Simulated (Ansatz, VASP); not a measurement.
SiO2: VASP beside Ansatz

File POSCAR:

```
SiO2
1.0
    4.4964431302      0.0000000000      0.0000000000
    0.0000000000      4.4964431302      0.0000000000
    0.0000000000      0.0000000000      2.9676524660
Si O
2 4
Direct
    0.0000000000      0.0000000000      0.0000000000
    0.5000000000      0.5000000000      0.5000000000
    0.3050000000      0.3050000000      0.0000000000
    0.6950000000      0.6950000000      0.0000000000
    0.8050000000      0.1950000000      0.5000000000
    0.1950000000      0.8050000000      0.5000000000
```

Contents of INCAR.step1:

```
SYSTEM = SiO2
PREC = Accurate
ENCUT = 600
ISMEAR = -1
SIGMA = 0.08
LREAL = .False.
LASPH = .True.
NELM = 80
GGA = PE
ALGO = Normal
EDIFF = 1E-4
LWAVE = .True.
LCHARG = .False.
```

The input INCAR.step2:

```
SYSTEM = SiO2
PREC = Accurate
ENCUT = 600
EDIFF = 1E-6
ISMEAR = -1
SIGMA = 0.08
LREAL = .False.
LASPH = .True.
NELM = 80
ALGO = Normal
ISIF = 3
LWAVE = .False.
LCHARG = .False.
METAGGA = R2SCAN
LMIXTAU = .True.
IBRION = 2
NSW = 60
EDIFFG = -0.005
ISTART = 1
```

KPOINTS

```
Automatic mesh
0
Gamma
  8 8 11
  0 0 0
```

Input for Ansatz:

```yaml
crystal:
  lattice:
    - [4.4964431302, 0.0, 0.0]
    - [0.0, 4.4964431302, 0.0]
    - [0.0, 0.0, 2.967652466]
  atoms:
    - { symbol: Si, position: [0.0, 0.0, 0.0] }
    - { symbol: Si, position: [0.5, 0.5, 0.5] }
    - { symbol: O, position: [0.305, 0.305, 0.0] }
    - { symbol: O, position: [0.695, 0.695, 0.0] }
    - { symbol: O, position: [0.805, 0.195, 0.5] }
    - { symbol: O, position: [0.195, 0.805, 0.5] }
kpoints:
  mp_grid: { grid: [8, 8, 11] }
scf:
  occupations: { method: fermi_dirac, width: 0.08 }
hamiltonian:
  xc: r2scan
  pseudopotentials: { kind: paw }
output:
  forces: true
  stress: true
relax:
  f_tol: 0.005
  max_steps: 40
  cell: {}
```

Alike in both runs: task relaxation of cell and atoms; functional r2SCAN; k mesh 8 × 8 × 11; occupations fermi-dirac, width 0.08 eV; no spin polarisation.

```csv
,VASP,Ansatz
version,VASP 6.6.1,Ansatz 0.2.0
potentials or method,"VASP PAW PBE potentials, release 64 (Si, O)","PAW with Ansatz's default frozen-core files, scalar-relativistic"
plane-wave cutoff (eV),600,500
valence electrons in the cell,32,32
```

Ansatz gave:

* relaxed volume (Å³/atom): 7.79
* relaxed cell length with the largest relative difference (Å): 2.669

Q: What did VASP give for the same quantities?

A: Relaxed volume (Å³/atom): 7.79; relaxed cell length with the largest relative difference (Å): 2.672.

VASP's potentials were made for PBE, not for r2SCAN.

Noted on VASP's run: the volume moved by over 15 % at a fixed basis, so the end points are rough.
